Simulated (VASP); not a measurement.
# Ge (R-3m) in VASP: notebook

Runs on Ge. Level: PBE. Tasks: single point.

All numbers are computed with VASP 6.6.1; they aren't measurements. Logs are shortened: lines on timing, memory, paths and dates and some standing lists are left out, and cuts for length are marked.

**1. The cell of the first run**

Symmetry: R-3m, No. 166, trigonal system. The conventional cell has a = 4.113 Å, b = 4.113 Å, c = 19.674 Å, α = 90.00°, β = 90.00°, γ = 120.00°. Within 3.3 Å of Ge (site symmetry 3m) lie 5 Ge at 2.52 to 3.05 Å. Ge (site symmetry 3m) has 7 Ge at 2.52 to 3.24 Å within 3.3 Å.

**2. Single point, PBE**

INCAR

```
SYSTEM = Ge
ALGO = Normal ; EDIFF = 1E-7
ENCUT = 520 ; GGA = PE
ISIF = 2 ; ISMEAR = 0
LASPH = .True. ; LCHARG = .False.
LREAL = .False. ; LWAVE = .False.
NBANDS = 36 ; NELM = 100
PREC = Accurate ; SIGMA = 0.1
```

KPOINTS

```
k-points
0
Gamma
  15 15 15
  0 0 0
```

POSCAR

```
Ge
1.0
    2.0567237311      1.1874499998      6.5579955836
   -2.0567237311      1.1874499998      6.5579955836
    0.0000000000     -2.3748999996      6.5579955836
Ge
4
Direct
    0.0673769133      0.0673769133      0.0673769133
    0.9326230867      0.9326230867      0.9326230867
    0.2225852739      0.2225852739      0.2225852739
    0.7774147261      0.7774147261      0.7774147261
```

Potentials or basis: VASP PAW PBE potentials, release 64 (Ge_d).

Run with:

```bash
cat potpaw_PBE.64/Ge_d/POTCAR > POTCAR
mpirun -np 1 vasp_std > vasp.out
```

OUTCAR:

```text
SYSTEM = Ge
   EDIFF = 1E-7
   ENCUT = 520
   GGA = PE
   ISIF = 2
   ISMEAR = 0
   LASPH = .True.
   LREAL = .False.
   NELM = 100
   PREC = Accurate

 ion  position               nearest neighbor table
   1  0.067  0.067  0.067-   4 2.52   4 2.52   4 2.52   2 2.65
   2  0.933  0.933  0.933-   3 2.52   3 2.52   3 2.52   1 2.65
   3  0.223  0.223  0.223-   2 2.52   2 2.52   2 2.52
   4  0.777  0.777  0.777-   1 2.52   1 2.52   1 2.52

  LATTYP: Found a trigonal (rhomboedric) cell.
 ALAT       =     6.9747728338
 COS(alpha) =     0.8260911116

  Lattice vectors:

 A1 = (   2.0567237311,   1.1874499998,   6.5579955836)
 A2 = (  -2.0567237311,   1.1874499998,   6.5579955836)
 A3 = (   0.0000000000,  -2.3748999996,   6.5579955836)

Analysis of symmetry for initial positions (statically):
=====================================================================
 Subroutine PRICEL returns:
 Original cell was already a primitive cell.

 Routine SETGRP: Setting up the symmetry group for a
 trigonal (rhombohedral) supercell.

 Subroutine GETGRP returns: Found 12 space group operations
 (whereof 12 operations were pure point group operations)
 out of a pool of 12 trial point group operations.

The static configuration has the point symmetry D_3d.

Analysis of symmetry for dynamics (positions and initial velocities):
=====================================================================
 Subroutine PRICEL returns:
 Original cell was already a primitive cell.

 Routine SETGRP: Setting up the symmetry group for a
 trigonal (rhombohedral) supercell.

 Subroutine GETGRP returns: Found 12 space group operations
 (whereof 12 operations were pure point group operations)
 out of a pool of 12 trial point group operations.

The dynamic configuration has the point symmetry D_3d.

 Subroutine INISYM returns: Found 12 space group operations
 (whereof 12 operations are pure point group operations),
 and found     1 'primitive' translations

----------------------------------------------------------------------------------------

                                     Primitive cell

  volume of cell :      96.0978

  direct lattice vectors                    reciprocal lattice vectors
     2.056723731  1.187450000  6.557995584     0.243105086  0.140356787  0.050828539
    -2.056723731  1.187450000  6.557995584    -0.243105086  0.140356787  0.050828539
[... 89 lines left out ...]
   EDIFF  = 0.1E-06   stopping-criterion for ELM
   LREAL  =      F    real-space projection
   EDIFFG = 0.1E-05   stopping-criterion for IOM
   NSW    =      0    number of steps for IOM
   IBRION =     -1    ionic relax: 0-MD 1-quasi-New 2-CG
   NFREE  =      0    steps in history (QN), initial steepest desc. (CG)
   ISIF   =      2    stress and relaxation
   ISYM   =      2    0-nonsym 1-usesym 2-fastsym
   POTIM  = 0.5000    time-step for ionic-motion
   TEBEG  =    0.0;   TEEND  =   0.0 temperature during run
   PSTRESS=    0.0 pullay stress
   NELECT =      56.0000    total number of electrons
   NUPDOWN=      -1.0000    fix difference up-down
   EMIN   =  10.00;   EMAX   =-10.00  energy-range for DOS
   EFERMI =   0.00;   METHOD = LEGACY
   ISMEAR =     0;   SIGMA  =   0.10  broadening in eV -4-tet -1-fermi 0-gaus
   EFERMI_NEDOS =   21; number of points for ismear=-14 and -15
   IALGO  =     38    algorithm
   IMIX   =      4    mixing-type and parameters
     AMIX     =   0.40;   BMIX     =  1.00
     AMIX_MAG =   1.60;   BMIX_MAG =  1.00
  volume/ion in A,a.u.               =      24.02       162.13
  Fermi-wavevector in a.u.,A,eV,Ry     =   1.367413  2.584035 25.440413  1.869818
  Thomas-Fermi vector in A             =   2.493467
   LORBIT       =      0    0 simple, 1 ext, 2 COOP (PROOUT), +10 PAW based schemes
   GGA     = PE    functional components
   LHFCALC =     F    Hartree Fock is set to
   AEXX    =    0.0000 exact exchange contribution
   IVDW    =     0    specifies the selected vdW correction
   LEPSILON=     F    determine dielectric tensor
   LRPA    =     F    only Hartree local field effects (RPA)
 non-spin polarized calculation
 Gauss-broadening in eV      SIGMA  =   0.10
  energy-cutoff  :      520.00
  volume of cell :       96.10
 maximum number of plane-waves:      2619
 NGX is ok and might be reduce to    54
   NGX = 25   NGY = 25   NGZ = 25

 number of electron      56.0000015 magnetization

 Free energy of the ion-electron system (eV)
  ---------------------------------------------------
  ext. energy  EPLUGINS =         0.00000000
  ---------------------------------------------------
  free energy    TOTEN  =       -17.01279933 eV

  energy without entropy =      -17.00506236  energy(sigma->0) =      -17.00893084

 E-fermi :   4.3431     XC(G=0):  -9.7373

 val. band max:        4.3417718054   @ k =  -0.3333   0.4000   0.2667
 cond. band min:       4.3436646208   @ k =   0.4667   0.4667   0.0667
 fundamental gap:      0.0018928154
 Fermi energy:         4.3431445100

 k-point     1 :       0.0000    0.0000    0.0000
  band No.  band energies     occupation
      1     -20.3617      2.00000
      2     -20.3617      2.00000
      3     -20.3481      2.00000
      4     -20.3481      2.00000
      5     -20.3135      2.00000
      6     -20.3100      2.00000
[... 925 lines left out ...]
     35       8.7999      0.00000
     36       9.1681      0.00000

 [... further k-points ...]

------------------------ aborting loop because EDIFF is reached ----------------------------------------

  FORCE on cell =-STRESS in cart. coord.  units (eV):
  Direction    XX          YY          ZZ          XY          YZ          ZX
  --------------------------------------------------------------------------------------
  -------------------------------------------------------------------------------------
  Total        0.0049321      0.0049321     -0.0291426      0.0000000      0.0000000      0.0000000
  in kB        0.0822295      0.0822295     -0.4858760      0.0000000      0.0000000      0.0000000
  external PRESSURE =      -0.1071390 kB  Pullay stress =       0.0000000 kB

 VOLUME and BASIS-vectors are now :
 -----------------------------------------------------------------------------
  energy-cutoff  :      520.00
  volume of cell :       96.10
      direct lattice vectors                 reciprocal lattice vectors
     2.056723731  1.187450000  6.557995584     0.243105086  0.140356787  0.050828539
    -2.056723731  1.187450000  6.557995584    -0.243105086  0.140356787  0.050828539
     0.000000000 -2.374900000  6.557995584     0.000000000 -0.280713574  0.050828539

 POSITION                                       TOTAL-FORCE (eV/Angst)
 -----------------------------------------------------------------------------------
      0.00000      0.00000      1.32557         0.000000     -0.000000      0.000888
      0.00000      0.00000     18.34841         0.000000     -0.000000     -0.000888
      0.00000      0.00000      4.37914         0.000000      0.000000      0.001797
      0.00000      0.00000     15.29485         0.000000     -0.000000     -0.001797
 -----------------------------------------------------------------------------------
    total drift:                                0.000000      0.000000     -0.000000

  FREE ENERGIE OF THE ION-ELECTRON SYSTEM (eV)
  ---------------------------------------------------
  free  energy   TOTEN  =       -17.0127993266 eV

  energy  without entropy=      -17.0050623605  energy(sigma->0) =      -17.00893084
```

stdout:

```text
POSCAR found type information on POSCAR Ge
 POSCAR found :  1 types and       4 ions
 scaLAPACK will be used
 LDA part: xc-table for (Slater+PW92), standard interpolation
 POSCAR, INCAR and KPOINTS ok, starting setup
 FFT: planning ... GRIDC
 FFT: planning ... GRID_SOFT
 FFT: planning ... GRID
 WAVECAR not read
 entering main loop
```

Wall time 80 min (1 thread of Intel Xeon Platinum 8375C at 2.90GHz (Ice Lake), shared host); peak memory 1 GiB.

Results:

```
Free energy            : -17.0128 eV
Pressure               : 0.0 GPa
Band gap on the k mesh : zero (band 28 reaches 5.23 eV, above the bottom of band 29 at 3.46 eV)
```

**3. Single point, PBE**

This run uses another cell than the first one, of 23.93 Å³/atom, 0.996 times its volume.

INCAR

```
  ALGO = Normal
  EDIFF = 1E-6
  ENCUT = 520
  GGA = PE
  ISIF = 2
  ISMEAR = 0
  LASPH = True
  LCHARG = False
  LREAL = False
  LWAVE = False
  NBANDS = 36
  NELM = 100
  PREC = Accurate
  SIGMA = 0.1
```

KPOINTS

```
k-points
0
Gamma
  6 6 6
```

POSCAR

```
Ge
1.0
    2.0513848669      1.1843676051      6.5653855935
   -2.0513848669      1.1843676051      6.5653855935
    0.0000000000     -2.3687352103      6.5653855935
Ge
4
Direct
    0.0675307443      0.0675307443      0.0675307443
    0.9324692557      0.9324692557      0.9324692557
    0.2217404321      0.2217404321      0.2217404321
    0.7782595679      0.7782595679      0.7782595679
```

Potentials or basis: VASP PAW PBE potentials, release 64 (Ge_d).

Run with:

```bash
cat potpaw_PBE.64/Ge_d/POTCAR > POTCAR
mpirun -np 1 vasp_std > vasp.out
```

OUTCAR:

```text
EDIFF = 1E-6
   ENCUT = 520
   GGA = PE
   ISIF = 2
   ISMEAR = 0
   LASPH = True
   LREAL = False
   NELM = 100
   PREC = Accurate

 ion  position               nearest neighbor table
   1  0.068  0.068  0.068-   4 2.52   4 2.52   4 2.52   2 2.66
   2  0.932  0.932  0.932-   3 2.52   3 2.52   3 2.52   1 2.66
   3  0.222  0.222  0.222-   2 2.52   2 2.52   2 2.52
   4  0.778  0.778  0.778-   1 2.52   1 2.52   1 2.52

  LATTYP: Found a trigonal (rhomboedric) cell.
 ALAT       =     6.9796271023
 COS(alpha) =     0.8272333749

  Lattice vectors:

 A1 = (   2.0513848669,   1.1843676051,   6.5653855935)
 A2 = (  -2.0513848669,   1.1843676051,   6.5653855935)
 A3 = (   0.0000000000,  -2.3687352103,   6.5653855935)

Analysis of symmetry for initial positions (statically):
=====================================================================
 Subroutine PRICEL returns:
 Original cell was already a primitive cell.

 Routine SETGRP: Setting up the symmetry group for a
 trigonal (rhombohedral) supercell.

[... 168 lines left out ...]

  energy without entropy =      -17.00568604  energy(sigma->0) =      -17.00903526

 E-fermi :   4.3078     XC(G=0):  -9.7598

 val. band max:        4.3003890079   @ k =  -0.3333   0.3333   0.1667
 cond. band min:       4.3723523865   @ k =   0.0000   0.0000   0.0000
 fundamental gap:      0.0719633786
 Fermi energy:         4.3077714251

 k-point     1 :       0.0000    0.0000    0.0000
  band No.  band energies     occupation
      1     -20.3429      2.00000
      2     -20.3429      2.00000
      3     -20.3284      2.00000
      4     -20.3284      2.00000
      5     -20.2918      2.00000
      6     -20.2918      2.00000
[... 925 lines left out ...]
     35      11.1695      0.00000
     36      11.6610      0.00000

 [... further k-points ...]

------------------------ aborting loop because EDIFF is reached ----------------------------------------

  FORCE on cell =-STRESS in cart. coord.  units (eV):
  Direction    XX          YY          ZZ          XY          YZ          ZX
  --------------------------------------------------------------------------------------
  -------------------------------------------------------------------------------------
  Total        0.0025257      0.0025257     -0.0242332      0.0000000      0.0000000      0.0000000
  in kB        0.0422817      0.0422817     -0.4056735      0.0000000      0.0000000      0.0000000
  external PRESSURE =      -0.1070367 kB  Pullay stress =       0.0000000 kB

 VOLUME and BASIS-vectors are now :
 -----------------------------------------------------------------------------
  energy-cutoff  :      520.00
  volume of cell :       95.71
      direct lattice vectors                 reciprocal lattice vectors
     2.051384867  1.184367605  6.565385594     0.243737783  0.140722075  0.050771326
    -2.051384867  1.184367605  6.565385594    -0.243737783  0.140722075  0.050771326
     0.000000000 -2.368735210  6.565385594     0.000000000 -0.281444150  0.050771326

 POSITION                                       TOTAL-FORCE (eV/Angst)
 -----------------------------------------------------------------------------------
      0.00000     -0.00000      1.33010         0.000000     -0.000000      0.007983
      0.00000     -0.00000     18.36606         0.000000      0.000000     -0.007983
      0.00000     -0.00000      4.36743         0.000000     -0.000000      0.003227
      0.00000     -0.00000     15.32872         0.000000      0.000000     -0.003227
 -----------------------------------------------------------------------------------
    total drift:                               -0.000000      0.000000     -0.000000

  FREE ENERGIE OF THE ION-ELECTRON SYSTEM (eV)
  ---------------------------------------------------
  free  energy   TOTEN  =       -17.0123844727 eV

  energy  without entropy=      -17.0056860423  energy(sigma->0) =      -17.00903526
```

It took 7 min on 1 thread of Intel Xeon Platinum 8375C at 2.90GHz (Ice Lake), shared host; peak memory 0.41 GiB.

What came out:

| Item | Value |
| --- | --- |
| Free energy | -17.0124 eV |
| Pressure | 0.0 GPa |
| Largest force | 0.008 eV/Å |
| Band gap on the k mesh | zero (band 28 reaches 5.45 eV, above the bottom of band 29 at 3.84 eV) |

Forces on the atoms (eV/Å):
```
Ge   0.000  0.000  0.008
Ge   0.000  0.000 -0.008
Ge   0.000  0.000  0.003
Ge   0.000  0.000 -0.003
```

Levels at points of the mesh, in eV from the Fermi level:
```csv
k point,band 26,band 27,band 28,band 29,band 30,band 31
"(0.00, 0.00, 0.00)",-0.96,-0.35,-0.35,0.06,2.35,2.87
"(0.50, 0.00, 0.00)",-2.40,-1.78,-1.34,0.31,1.37,1.96
"(0.50, 0.50, 0.00)",-2.68,-2.22,-1.04,-0.08,1.62,2.01
"(0.50, 0.50, 0.50)",-1.31,-0.74,0.29,0.29,0.60,3.12
```
